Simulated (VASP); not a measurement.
# Se (Im-3m) in VASP: a series of runs, part 2 of 2

VASP 6.6.1. Earlier steps stand in the parts before.

### 3 Single point, PBE

This run uses another cell than the first one, of 20.33 Å³/atom, 1.063 times its volume.

Input file INCAR:

```
SYSTEM = Se
  ALGO = Normal
  EDIFF = 1E-6
  ENCUT = 520
  GGA = PE
  ISIF = 2
  ISMEAR = 1
  LASPH = .True.
  LCHARG = .False.
  LREAL = .False.
  LWAVE = .False.
  NBANDS = 9
  NELM = 80
  PREC = Accurate
  SIGMA = 0.1
```

Input file KPOINTS:

```
k-points
0
Gamma
  13 13 13
  0 0 0
```

Input file POSCAR:

```
Se
1.0
   -1.7193080793      1.7193080793      1.7193080793
    1.7193080793     -1.7193080793      1.7193080793
    1.7193080793      1.7193080793     -1.7193080793
Se
1
Direct
    0.0000000000      0.0000000000      0.0000000000
```

Potentials or basis: VASP PAW PBE potentials, release 64 (Se).

The run is started by

```bash
$ cat potpaw_PBE.64/Se/POTCAR > POTCAR
$ mpirun -np 1 vasp_std > vasp.out
```

OUTCAR:

```text
SYSTEM = Se
   EDIFF = 1E-6
   ENCUT = 520
   GGA = PE
   ISIF = 2
   ISMEAR = 1
   LASPH = .True.
   LREAL = .False.
   NELM = 80
   PREC = Accurate

 ion  position               nearest neighbor table
   1  0.000  0.000  0.000-

  LATTYP: Found a body centered cubic cell.
 ALAT       =     3.4386161586

  Lattice vectors:

 A1 = (  -1.7193080793,   1.7193080793,   1.7193080793)
 A2 = (   1.7193080793,  -1.7193080793,   1.7193080793)
 A3 = (   1.7193080793,   1.7193080793,  -1.7193080793)

Analysis of symmetry for initial positions (statically):
=====================================================================
 Subroutine PRICEL returns:
 Original cell was already a primitive cell.

 Routine SETGRP: Setting up the symmetry group for a
 body centered cubic supercell.

 Subroutine GETGRP returns: Found 48 space group operations
 (whereof 48 operations were pure point group operations)
 out of a pool of 48 trial point group operations.

The static configuration has the point symmetry O_h .

Analysis of symmetry for dynamics (positions and initial velocities):
=====================================================================
 Subroutine PRICEL returns:
 Original cell was already a primitive cell.

 Routine SETGRP: Setting up the symmetry group for a
 body centered cubic supercell.

 Subroutine GETGRP returns: Found 48 space group operations
 (whereof 48 operations were pure point group operations)
 out of a pool of 48 trial point group operations.

The dynamic configuration has the point symmetry O_h .

 Subroutine INISYM returns: Found 48 space group operations
 (whereof 48 operations are pure point group operations),
 and found     1 'primitive' translations

----------------------------------------------------------------------------------------

[... 105 lines left out ...]
   ISMEAR =     1;   SIGMA  =   0.10  broadening in eV -4-tet -1-fermi 0-gaus
   EFERMI_NEDOS =   21; number of points for ismear=-14 and -15
   IALGO  =     38    algorithm
   IMIX   =      4    mixing-type and parameters
     AMIX     =   0.40;   BMIX     =  1.00
     AMIX_MAG =   1.60;   BMIX_MAG =  1.00
  volume/ion in A,a.u.               =      20.33       137.19
  Fermi-wavevector in a.u.,A,eV,Ry     =   1.089979  2.059762 16.164465  1.188055
  Thomas-Fermi vector in A             =   2.226194
   LORBIT       =      0    0 simple, 1 ext, 2 COOP (PROOUT), +10 PAW based schemes
   GGA     = PE    functional components
   LHFCALC =     F    Hartree Fock is set to
   AEXX    =    0.0000 exact exchange contribution
   IVDW    =     0    specifies the selected vdW correction
   LEPSILON=     F    determine dielectric tensor
   LRPA    =     F    only Hartree local field effects (RPA)
 non-spin polarized calculation
 Methfessel and Paxton  Order N= 1 SIGMA  =   0.10
  energy-cutoff  :      520.00
  volume of cell :       20.33
 maximum number of plane-waves:       567
 NGX is ok and might be reduce to    24
   NGX = 11   NGY = 11   NGZ = 11

 number of electron       5.9999999 magnetization

 Free energy of the ion-electron system (eV)
  ---------------------------------------------------
  ext. energy  EPLUGINS =         0.00000000
  ---------------------------------------------------
  free energy    TOTEN  =        -2.92270670 eV

  energy without entropy =       -2.92208252  energy(sigma->0) =       -2.92249864

 E-fermi :   5.5435     XC(G=0): -10.5939

 val. band max:        5.4971706893   @ k =  -0.3846   0.3846   0.0769
 cond. band min:       5.5609144194   @ k =   0.4615   0.0000   0.0000
 fundamental gap:      0.0637437301
 Fermi energy:         5.5435425393

 k-point     1 :       0.0000    0.0000    0.0000
  band No.  band energies     occupation
      1     -10.6116      2.00000
      2       8.4664      0.00000
      3       8.4664      0.00000
      4       8.4664      0.00000
      5      16.6380      0.00000
      6      17.9009      0.00000
      7      17.9009      0.00000
      8      17.9009      0.00000
      9      20.9211      0.00000
[... 265 lines left out ...]
 k-point    24 :       0.2308    0.0769    0.0769
  band No.  band energies     occupation
      1      -8.5560      2.00000
      2       1.8013      2.00000
      3       5.4827      1.84753
      4       6.8679     -0.00000
      5      14.9769      0.00000
      6      15.5083      0.00000
      7      20.6945      0.00000
      8      21.3240      0.00000
      9      22.0121      0.00000

 [... further k-points ...]
[... 5 lines left out ...]
  --------------------------------------------------------------------------------------
  -------------------------------------------------------------------------------------
  Total       -0.0076919     -0.0076919     -0.0076919     -0.0000000      0.0000000     -0.0000000
  in kB       -0.6062090     -0.6062090     -0.6062090     -0.0000000      0.0000000     -0.0000000
  external PRESSURE =      -0.6062090 kB  Pullay stress =       0.0000000 kB

 VOLUME and BASIS-vectors are now :
 -----------------------------------------------------------------------------
  energy-cutoff  :      520.00
  volume of cell :       20.33
      direct lattice vectors                 reciprocal lattice vectors
    -1.719308079  1.719308079  1.719308079     0.000000000  0.290814663  0.290814663
     1.719308079 -1.719308079  1.719308079     0.290814663  0.000000000  0.290814663
     1.719308079  1.719308079 -1.719308079     0.290814663  0.290814663  0.000000000

 POSITION                                       TOTAL-FORCE (eV/Angst)
 -----------------------------------------------------------------------------------
      0.00000      0.00000      0.00000        -0.000000     -0.000000      0.000000
 -----------------------------------------------------------------------------------
    total drift:                                0.000000      0.000000      0.000000

  FREE ENERGIE OF THE ION-ELECTRON SYSTEM (eV)
  ---------------------------------------------------
  free  energy   TOTEN  =        -2.9227067026 eV

  energy  without entropy=       -2.9220825175  energy(sigma->0) =       -2.92249864
```

OSZICAR:

```text
N       E                     dE             d eps       ncg     rms          rms(c)
DAV:   1     0.900272630382E+01    0.90027E+01   -0.29243E+03  1512   0.573E+02
DAV:   2    -0.266998851811E+01   -0.11673E+02   -0.11357E+02  2100   0.756E+01
DAV:   3    -0.292161189182E+01   -0.25162E+00   -0.25045E+00  1795   0.100E+01
DAV:   4    -0.292197165264E+01   -0.35976E-03   -0.35974E-03  2021   0.438E-01
DAV:   5    -0.292197197229E+01   -0.31965E-06   -0.31959E-06  1884   0.120E-02    0.304E+00
DAV:   6    -0.292190615383E+01    0.65818E-04   -0.26422E-03  1728   0.282E-01    0.179E+00
DAV:   7    -0.292268690901E+01   -0.78076E-03   -0.46083E-03  1693   0.380E-01    0.695E-02
DAV:   8    -0.292270628412E+01   -0.19375E-04   -0.13674E-04  1636   0.704E-02    0.881E-03
DAV:   9    -0.292270670256E+01   -0.41844E-06   -0.13784E-06  1941   0.907E-03
   1 F= -.29227067E+01 E0= -.29224986E+01  d E =-.624185E-03
```

Wall time 18 s (1 thread of Intel Xeon 8259CL, shared host); peak memory 0.14 GiB.

Results:

```yaml
Free_energy: -2.9227 eV
Pressure: -0.1 GPa
Band_gap_on_the_k_mesh: zero (band 3 reaches 8.47 eV, above the bottom of band 4 at 2.25 eV)
```

### 4 Single point, PBE

This run uses another cell than the first one, of 20.92 Å³/atom, 1.094 times its volume.

Input file INCAR:

```
PREC = Accurate
ENCUT = 520
EDIFF = 1E-7
ISMEAR = 1
SIGMA = 0.1
LREAL = False
LASPH = True
NELM = 60
ALGO = Normal
ISIF = 2
LWAVE = False
LCHARG = False
GGA = PE
NBANDS = 9
```

Input file KPOINTS:

```
regular mesh
0
Gamma
  13 13 13
```

Input file POSCAR:

```
Se
1.0
   -1.7358353203      1.7358353203      1.7358353203
    1.7358353203     -1.7358353203      1.7358353203
    1.7358353203      1.7358353203     -1.7358353203
Se
1
Direct
    0.0000000000      0.0000000000      0.0000000000
```

The run is started by

```bash
$ cat potpaw_PBE.64/Se/POTCAR > POTCAR
$ mpirun -np 1 vasp_std > vasp.out
```

It took 18 s on 1 thread of Intel Xeon 8259CL, shared host; peak memory 0.14 GiB.

Results (log left out):

| Quantity | Value |
| --- | --- |
| Free energy | -2.9188 eV |
| Pressure | -2.0 GPa |
| Band gap on the k mesh | zero (band 3 reaches 7.97 eV, above the bottom of band 4 at 2.05 eV) |

Levels at points of the mesh, in eV from the Fermi level:
```
           k point  band 1  band 2  band 3  band 4  band 5  band 6  band 7  band 8
(0.00, 0.00, 0.00)  -15.90    2.78    2.78    2.78   10.72   12.29   12.29   12.29
```

### 5 Relaxation of cell and atoms, PBE, target pressure -2 GPa, at which the enthalpy is minimised

This run uses another cell than the first one, of 11.07 Å³/atom, 0.579 times its volume.

Input file INCAR:

```
PREC = Accurate
ENCUT = 600
EDIFF = 1E-6
ISMEAR = 1
SIGMA = 0.1
LREAL = F
LASPH = T
NELM = 80
ALGO = Normal
ISIF = 3
LWAVE = F
LCHARG = F
GGA = PE
IBRION = 2
NSW = 80
EDIFFG = -0.01
PSTRESS = -20.0
```

Input file KPOINTS:

```
Automatic mesh
0
Gamma
  13 13 13
```

Input file POSCAR:

```
Se
1.0
   -1.4038000000      1.4038000000      1.4038000000
    1.4038000000     -1.4038000000      1.4038000000
    1.4038000000      1.4038000000     -1.4038000000
Se
1
Direct
    0.0000000000      0.0000000000      0.0000000000
```

The run is started by

```bash
$ cat potpaw_PBE.64/Se/POTCAR > POTCAR
$ mpirun -np 1 vasp_std > vasp.out
```

It took 62 s on 1 thread of Intel Xeon 8259CL, shared host; peak memory 0.13 GiB.

Results (log left out):

* Free energy: -2.9175 eV
* Relaxed volume: 20.89 Å³/atom
* Relaxed cell: a = 3.005 Å, b = 3.005 Å, c = 3.005 Å, α = 109.47°, β = 109.47°, γ = 109.47°
* Space group after relaxing (to 0.05 Å): Im-3m (No. 229)
* Energy change on relaxing (the enthalpy is what falls): -2894.1 meV/atom
* Ionic steps: 7
* Pressure after relaxing: -2.0 GPa
* Band gap on the k mesh: zero (band 3 reaches 8.00 eV, above the bottom of band 4 at 2.06 eV)

The path:
```
step  energy change (eV)  largest force (eV/Å)  pressure (GPa)  volume (Å³)
   1              0.0000                0.0000          172.55        11.07
   2             -1.5661                0.0000           -8.03        43.78
   3             -2.8718                0.0000           -4.76        21.93
   4             -2.8826                0.0000           -3.76        21.53
   5             -2.8943                0.0000           -1.90        20.87
   6             -2.8909                0.0000           -2.63        21.11
   7             -2.8941                0.0000           -1.95        20.89
```

Final structure:
```yaml
crystal:
  lattice:
    - [-1.73492, 1.73492, 1.73492]
    - [1.73492, -1.73492, 1.73492]
    - [1.73492, 1.73492, -1.73492]
  atoms:
    - { symbol: Se, position: [0.00000, 0.00000, 0.00000] }
```

Levels at points of the mesh, in eV from the Fermi level:
| k point | band 1 | band 2 | band 3 | band 4 | band 5 | band 6 | band 7 |
| --- | --- | --- | --- | --- | --- | --- | --- |
| (0.00, 0.00, 0.00) | -15.92 | 2.79 | 2.79 | 2.79 | 10.74 | 12.30 | 12.30 |

Caveat: the cell is relaxed towards a set pressure, so the enthalpy falls and the energy may rise; the volume moved by over 15 % at a fixed basis, so the end points are rough.

### 6 Summary

| task | cell | cutoff (eV) | gap on the mesh (eV) | pressure (GPa) |
| --- | --- | --- | --- | --- |
| single point | a = 2.918 Å, angles 109.5°, 1 atom | 520 | none | 5.1 |
| single point | a = 2.978 Å, angles 109.5°, 1 atom | 520 | none | -0.1 |
| single point | a = 3.007 Å, angles 109.5°, 1 atom | 520 | none | -2.0 |
| relaxation of cell and atoms | relaxed to -2 GPa from a = 2.431 Å, angles 109.5°, 1 atom | 600 | none | -2.0 |

Alike in all rows: level PBE; potentials or basis VASP PAW PBE potentials, release 64 (Se); no spin polarisation; k mesh 13 × 13 × 13; smearing methfessel-paxton 0.1 eV.

Caveats: the cell is relaxed towards a set pressure, so the enthalpy falls and the energy may rise (some runs); the volume moved by over 15 % at a fixed basis, so the end points are rough (some runs).

Absolute energies hang on the potentials; compare differences alone.
